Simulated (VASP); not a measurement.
# Al3Cu2 (P-3m1) in VASP: notebook

Al3Cu2 is run at these levels: PBEsol; tasks: single point.

All numbers are computed with VASP 6.6.1; they aren't measurements. Logs are shortened: lines on timing, memory, paths and dates and some standing lists are left out, and cuts for length are marked.

## Step 1: The cell of the first run

Symmetry: P-3m1, No. 164, trigonal system. The conventional cell has a = 4.092 Å, b = 4.092 Å, c = 4.993 Å, α = 90.00°, β = 90.00°, γ = 120.00°. Within 3.3 Å of Al (site symmetry -3m) lie 6 Cu at 2.49 Å and 6 Al at 2.94 Å. Within 3.2 Å of Al (site symmetry 3m) lie 5 Cu at 2.44 to 2.55 Å and 6 Al at 2.80 to 2.94 Å. Within 3.2 Å of Cu (site symmetry 3m) lie 8 Al at 2.44 to 2.55 Å and 3 Cu at 2.85 Å.

## Step 2: Single point, PBEsol

File INCAR:

```
PREC     = Accurate       # precision mode
ENCUT    = 820            # plane-wave cutoff, eV
EDIFF    = 1E-6           # SCF threshold, eV
ISMEAR   = 0              # smearing method
SIGMA    = 0.1            # smearing width, eV
LREAL    = F              # projectors in reciprocal space
LASPH    = T              # aspherical terms in the spheres
NELM     = 120            # most SCF steps
ALGO     = Normal         # electronic algorithm
ISIF     = 2              # what is computed and relaxed
LWAVE    = F              # write WAVECAR
LCHARG   = T              # write CHGCAR
GGA      = PS             # functional
LELF     = T              # ELF
LVHAR    = T            
NBANDS   = 32             # bands
GGA_COMPAT= F
```

File KPOINTS:

```
regular mesh
0
Gamma
  1 1 1
```

File POSCAR:

```
Al3Cu2
1.0
    4.0919516368      0.0000000000      0.0000000000
   -2.0459758184      3.5437340685      0.0000000000
    0.0000000000      0.0000000000      4.9927787000
Al Cu
3 2
Direct
    0.0000000000      0.0000000000      0.0000000000
    0.3333333333      0.6666666667      0.3499253500
    0.6666666667      0.3333333333      0.6500746500
    0.3333333333      0.6666666667      0.8395121300
    0.6666666667      0.3333333333      0.1604878700
```

Potentials or basis: VASP PAW PBE potentials, release 64 (Al, Cu_sv_GW).

The run is started by

```sh
$ cat potpaw_PBE.64/Al/POTCAR potpaw_PBE.64/Cu_sv_GW/POTCAR > POTCAR
$ mpirun -np 1 vasp_gam > vasp.out
```

OUTCAR:

```text
PREC = Accurate
   ENCUT = 820
   EDIFF = 1E-6
   ISMEAR = 0
   LREAL = F
   LASPH = T
   NELM = 120
   ISIF = 2
   GGA = PS

 ion  position               nearest neighbor table
   1  0.000  0.000  0.000-   4 2.49   5 2.49   4 2.49   5 2.49   5 2.49   4 2.49   2 2.94   3 2.94
                             2 2.94   3 2.94   2 2.94   3 2.94
   2  0.333  0.667  0.350-   4 2.44   5 2.54   5 2.54   5 2.54   4 2.55   3 2.80   3 2.80   3 2.80
                             1 2.94   1 2.94   1 2.94
   3  0.667  0.333  0.650-   5 2.44   4 2.54   4 2.54   4 2.54   5 2.55   2 2.80   2 2.80   2 2.80
                             1 2.94   1 2.94   1 2.94
   4  0.333  0.667  0.840-   2 2.44   1 2.49   1 2.49   1 2.49   3 2.54   3 2.54   3 2.54   2 2.55

   5  0.667  0.333  0.160-   3 2.44   1 2.49   1 2.49   1 2.49   2 2.54   2 2.54   2 2.54   3 2.55

  LATTYP: Found a hexagonal cell.
 ALAT       =     4.0919516368
 C/A-ratio  =     1.2201460680

  Lattice vectors:

 A1 = (   4.0919516368,   0.0000000000,   0.0000000000)
 A2 = (  -2.0459758184,   3.5437340685,   0.0000000000)
 A3 = (   0.0000000000,   0.0000000000,   4.9927787000)

Analysis of symmetry for initial positions (statically):
=====================================================================
 Subroutine PRICEL returns:
 Original cell was already a primitive cell.

 Routine SETGRP: Setting up the symmetry group for a
 hexagonal supercell.

 Subroutine GETGRP returns: Found 12 space group operations
 (whereof 12 operations were pure point group operations)
 out of a pool of 24 trial point group operations.

The static configuration has the point symmetry D_3d.

Analysis of symmetry for dynamics (positions and initial velocities):
=====================================================================
 Subroutine PRICEL returns:
 Original cell was already a primitive cell.

 Routine SETGRP: Setting up the symmetry group for a
 hexagonal supercell.

 Subroutine GETGRP returns: Found 12 space group operations
 (whereof 12 operations were pure point group operations)
 out of a pool of 24 trial point group operations.

The dynamic configuration has the point symmetry D_3d.

 Subroutine INISYM returns: Found 12 space group operations
 (whereof 12 operations are pure point group operations),
 and found     1 'primitive' translations

----------------------------------------------------------------------------------------

                                     Primitive cell

[... 73 lines left out ...]
   LREAL  =      F    real-space projection
   EDIFFG = 0.1E-04   stopping-criterion for IOM
   NSW    =      0    number of steps for IOM
   IBRION =     -1    ionic relax: 0-MD 1-quasi-New 2-CG
   NFREE  =      0    steps in history (QN), initial steepest desc. (CG)
   ISIF   =      2    stress and relaxation
   ISYM   =      2    0-nonsym 1-usesym 2-fastsym
   POTIM  = 0.5000    time-step for ionic-motion
   TEBEG  =    0.0;   TEEND  =   0.0 temperature during run
   PSTRESS=    0.0 pullay stress
   NELECT =      47.0000    total number of electrons
   NUPDOWN=      -1.0000    fix difference up-down
   EMIN   =  10.00;   EMAX   =-10.00  energy-range for DOS
   EFERMI =   0.00;   METHOD = LEGACY
   ISMEAR =     0;   SIGMA  =   0.10  broadening in eV -4-tet -1-fermi 0-gaus
   EFERMI_NEDOS =   21; number of points for ismear=-14 and -15
   IALGO  =     38    algorithm
   IMIX   =      4    mixing-type and parameters
     AMIX     =   0.40;   BMIX     =  1.00
     AMIX_MAG =   1.60;   BMIX_MAG =  1.00
  volume/ion in A,a.u.               =      14.48        97.71
  Fermi-wavevector in a.u.,A,eV,Ry     =   1.417521  2.678726 27.339078  2.009366
  Thomas-Fermi vector in A             =   2.538742
   LORBIT       =      0    0 simple, 1 ext, 2 COOP (PROOUT), +10 PAW based schemes
   GGA     = PS    functional components
   LHFCALC =     F    Hartree Fock is set to
   AEXX    =    0.0000 exact exchange contribution
   IVDW    =     0    specifies the selected vdW correction
   LEPSILON=     F    determine dielectric tensor
   LRPA    =     F    only Hartree local field effects (RPA)
 non-spin polarized calculation
 Gauss-broadening in eV      SIGMA  =   0.10
  energy-cutoff  :      820.00
  volume of cell :       72.40
 maximum number of plane-waves:      1932
 NGX is ok and might be reduce to    40
   NGX = 19   NGY = 19   NGZ = 23

 number of electron      47.0000005 magnetization

 Free energy of the ion-electron system (eV)
  ---------------------------------------------------
  ext. energy  EPLUGINS =         0.00000000
  ---------------------------------------------------
  free energy    TOTEN  =       -11.27876024 eV

  energy without entropy =      -11.18887945  energy(sigma->0) =      -11.23381984

 E-fermi :   9.5331     XC(G=0): -11.2515

 val. band max:        8.2658703290   @ k =   0.0000   0.0000   0.0000
 cond. band min:       9.5808133653   @ k =   0.0000   0.0000   0.0000
 fundamental gap:      1.3149430363
 Fermi energy:         9.5331197619

 k-point     1 :       0.0000    0.0000    0.0000
  band No.  band energies     occupation
      1    -105.6684      2.00000
      2    -105.6668      2.00000
      3     -63.1795      2.00000
      4     -63.1795      2.00000
      5     -63.1733      2.00000
      6     -63.1733      2.00000
[... 24 lines left out ...]
     31      14.1936      0.00000
     32      14.1937      0.00000

------------------------ aborting loop because EDIFF is reached ----------------------------------------

  FORCE on cell =-STRESS in cart. coord.  units (eV):
  Direction    XX          YY          ZZ          XY          YZ          ZX
  --------------------------------------------------------------------------------------
  -------------------------------------------------------------------------------------
  Total        5.9670705      5.9670705     -1.6931397      0.0000000      0.0000000      0.0000000
  in kB      132.0498225    132.0498225    -37.4687708      0.0000000      0.0000000      0.0000000
  external PRESSURE =      75.5436247 kB  Pullay stress =       0.0000000 kB

 VOLUME and BASIS-vectors are now :
 -----------------------------------------------------------------------------
  energy-cutoff  :      820.00
  volume of cell :       72.40
      direct lattice vectors                 reciprocal lattice vectors
     4.091951637  0.000000000  0.000000000     0.244382165  0.141094109  0.000000000
    -2.045975818  3.543734069  0.000000000     0.000000000  0.282188217  0.000000000
     0.000000000  0.000000000  4.992778700     0.000000000  0.000000000  0.200289270

 POSITION                                       TOTAL-FORCE (eV/Angst)
 -----------------------------------------------------------------------------------
      0.00000      0.00000      0.00000        -0.000000      0.000000      0.000000
     -0.00000      2.36249      1.74710        -0.000000      0.000000      0.872336
      2.04598      1.18124      3.24568        -0.000000     -0.000000     -0.872336
     -0.00000      2.36249      4.19150        -0.000000      0.000000     -0.307925
      2.04598      1.18124      0.80128         0.000000      0.000000      0.307925
 -----------------------------------------------------------------------------------
    total drift:                                0.000000      0.000000      0.000000

  FREE ENERGIE OF THE ION-ELECTRON SYSTEM (eV)
  ---------------------------------------------------
  free  energy   TOTEN  =       -11.2787602372 eV

  energy  without entropy=      -11.1888794494  energy(sigma->0) =      -11.23381984
```

stdout:

```text
POSCAR found type information on POSCAR AlCu
 POSCAR found :  2 types and       5 ions
 scaLAPACK will be used
 -----------------------------------------------------------------------------
|                                                                             |
|                                                                             |
|     You enforced a specific xc type in the INCAR file but a different       |
|     I HOPE YOU KNOW WHAT YOU ARE DOING!                                     |
|                                                                             |
 -----------------------------------------------------------------------------

 LDA part: xc-table for (Slater+PW92), standard interpolation
 POSCAR, INCAR and KPOINTS ok, starting setup
 FFT: planning ... GRIDC
 FFT: planning ... GRID_SOFT
 FFT: planning ... GRID
 WAVECAR not read
 entering main loop
```

Run time: 20 s. Hardware: 1 thread of AMD EPYC 7R43 (Zen 3), shared host; peak memory 0.21 GiB.

What came out:

```yaml
Free_energy: -11.2788 eV
Pressure: 7.6 GPa
Largest_force: 0.872 eV/Å
Band_gap_on_the_k_mesh: zero (an odd number of electrons rules out a gap without spin polarisation)
```

Forces in eV/Å, atoms in the order of the input:
```
Al   0.000  0.000  0.000
Al   0.000  0.000  0.872
Al   0.000  0.000 -0.872
Cu   0.000  0.000 -0.308
Cu   0.000  0.000  0.308
```

Caveat: the k points lie up to 1.77 Å⁻¹ apart, too coarse for converged energies and pressures of a metal; the PAW data sets were made with another functional, which shifts forces and pressure a little.

## Step 3: Single point, PBEsol

File INCAR:

```
PREC = Accurate
ENCUT = 520
EDIFF = 1E-7
ISMEAR = 0
SIGMA = 0.1
LREAL = False
LASPH = True
NELM = 100
ALGO = Fast
ISIF = 2
LWAVE = False
LCHARG = True
GGA = PS
LELF = True
LVHAR = True
NBANDS = 24
```

File KPOINTS:

```
Automatic mesh
0
Gamma
  18 18 14
```

POSCAR is that of step 2.

Potentials or basis: VASP PAW PBE potentials, release 64 (Al, Cu).

The run is started by

```sh
$ cat potpaw_PBE.64/Al/POTCAR potpaw_PBE.64/Cu/POTCAR > POTCAR
$ mpirun -np 1 vasp_std > vasp.out
```

OUTCAR:

```text
PREC = Accurate
   ENCUT = 520
   EDIFF = 1E-7
   ISMEAR = 0
   LREAL = False
   LASPH = True
   NELM = 100
   ISIF = 2
   GGA = PS

 ion  position               nearest neighbor table
   1  0.000  0.000  0.000-   4 2.49   5 2.49   4 2.49   5 2.49   5 2.49   4 2.49   2 2.94   3 2.94
                             2 2.94   3 2.94   2 2.94   3 2.94
   2  0.333  0.667  0.350-   4 2.44   5 2.54   5 2.54   5 2.54   4 2.55   3 2.80   3 2.80   3 2.80
                             1 2.94   1 2.94   1 2.94
   3  0.667  0.333  0.650-   5 2.44   4 2.54   4 2.54   4 2.54   5 2.55   2 2.80   2 2.80   2 2.80
                             1 2.94   1 2.94   1 2.94
   4  0.333  0.667  0.840-   2 2.44   1 2.49   1 2.49   1 2.49   3 2.54   3 2.54   3 2.54   2 2.55

   5  0.667  0.333  0.160-   3 2.44   1 2.49   1 2.49   1 2.49   2 2.54   2 2.54   2 2.54   3 2.55

  LATTYP: Found a hexagonal cell.
 ALAT       =     4.0919516368
 C/A-ratio  =     1.2201460680

  Lattice vectors:

 A1 = (   4.0919516368,   0.0000000000,   0.0000000000)
 A2 = (  -2.0459758184,   3.5437340685,   0.0000000000)
 A3 = (   0.0000000000,   0.0000000000,   4.9927787000)

Analysis of symmetry for initial positions (statically):
=====================================================================
[... 184 lines left out ...]
 Fermi energy:         8.3034332908

 k-point     1 :       0.0000    0.0000    0.0000
  band No.  band energies     occupation
      1      -2.9589      2.00000
      2       1.8603      2.00000
      3       2.4061      2.00000
      4       2.9506      2.00000
      5       2.9506      2.00000
      6       3.3071      2.00000
[... 637 lines left out ...]
     23      15.1161      0.00000
     24      17.1502      0.00000

 [... further k-points ...]

------------------------ aborting loop because EDIFF is reached ----------------------------------------

  FORCE on cell =-STRESS in cart. coord.  units (eV):
  Direction    XX          YY          ZZ          XY          YZ          ZX
  --------------------------------------------------------------------------------------
  -------------------------------------------------------------------------------------
  Total        0.4902981      0.4902981      0.2854968      0.0000000      0.0000000      0.0000000
  in kB       10.8501780     10.8501780      6.3179758      0.0000000      0.0000000      0.0000000
  external PRESSURE =       9.3394439 kB  Pullay stress =       0.0000000 kB

 VOLUME and BASIS-vectors are now :
 -----------------------------------------------------------------------------
  energy-cutoff  :      520.00
  volume of cell :       72.40
      direct lattice vectors                 reciprocal lattice vectors
     4.091951637  0.000000000  0.000000000     0.244382165  0.141094109  0.000000000
    -2.045975818  3.543734069  0.000000000     0.000000000  0.282188217  0.000000000
     0.000000000  0.000000000  4.992778700     0.000000000  0.000000000  0.200289270

 POSITION                                       TOTAL-FORCE (eV/Angst)
 -----------------------------------------------------------------------------------
      0.00000      0.00000      0.00000         0.000000      0.000000      0.000000
     -0.00000      2.36249      1.74710        -0.000000     -0.000000      0.031444
      2.04598      1.18124      3.24568        -0.000000      0.000000     -0.031444
     -0.00000      2.36249      4.19150         0.000000      0.000000      0.061239
      2.04598      1.18124      0.80128        -0.000000     -0.000000     -0.061239
 -----------------------------------------------------------------------------------
    total drift:                               -0.000000      0.000000      0.000000

  FREE ENERGIE OF THE ION-ELECTRON SYSTEM (eV)
  ---------------------------------------------------
  free  energy   TOTEN  =       -21.7174127105 eV

  energy  without entropy=      -21.7115082113  energy(sigma->0) =      -21.71446046
```

OSZICAR:

```text
N       E                     dE             d eps       ncg     rms          rms(c)
DAV:   1     0.173404174887E+03    0.17340E+03   -0.12255E+04 22048   0.148E+03
DAV:   2    -0.159262660461E+02   -0.18933E+03   -0.17619E+03 22080   0.286E+02
DAV:   3    -0.263349940381E+02   -0.10409E+02   -0.98638E+01 28904   0.901E+01
[... 13 lines left out ...]
RMM:  17    -0.217174441444E+02    0.27424E-04   -0.21251E-05 27462   0.512E-02    0.546E-02
RMM:  18    -0.217174112506E+02    0.32894E-04   -0.69874E-05 27501   0.992E-02    0.328E-02
RMM:  19    -0.217174118578E+02   -0.60722E-06   -0.86294E-06 27207   0.176E-02    0.356E-02
RMM:  20    -0.217174127117E+02   -0.85392E-06   -0.11684E-06 26753   0.151E-02    0.376E-02
RMM:  21    -0.217174127105E+02    0.12037E-08   -0.36967E-07 19740   0.449E-03
   1 F= -.21717413E+02 E0= -.21714460E+02  d E =-.590450E-02
```

stdout:

```text
POSCAR found type information on POSCAR AlCu
 POSCAR found :  2 types and       5 ions
 scaLAPACK will be used
 -----------------------------------------------------------------------------
|                                                                             |
|                                                                             |
|     You enforced a specific xc type in the INCAR file but a different       |
|     I HOPE YOU KNOW WHAT YOU ARE DOING!                                     |
|                                                                             |
 -----------------------------------------------------------------------------

 LDA part: xc-table for (Slater+PW92), standard interpolation
 POSCAR, INCAR and KPOINTS ok, starting setup
 FFT: planning ... GRIDC
 FFT: planning ... GRID_SOFT
 FFT: planning ... GRID
 WAVECAR not read
 entering main loop
WARNING in EDDRMM: call to ZHEGV failed, returncode =   8  4     24
WARNING in EDDRMM: call to ZHEGV failed, returncode =   8  4     24
WARNING in EDDRMM: call to ZHEGV failed, returncode =   8  4     23
```

It took 17 min on 1 thread of Oxide Virtual Turin-like, shared host; peak memory 0.68 GiB.

Results:

* Free energy: -21.7174 eV
* Pressure: 0.9 GPa
* Largest force: 0.061 eV/Å
* Band gap on the k mesh: zero (an odd number of electrons rules out a gap without spin polarisation)

Forces on the atoms (eV/Å):
```
Al   0.000  0.000  0.000
Al   0.000  0.000  0.031
Al   0.000  0.000 -0.031
Cu   0.000  0.000  0.061
Cu   0.000  0.000 -0.061
```

Caveat: the PAW data sets were made with another functional, which shifts forces and pressure a little.

The gap in the log of VASP goes by the Fermi energy; the results here count the filled bands.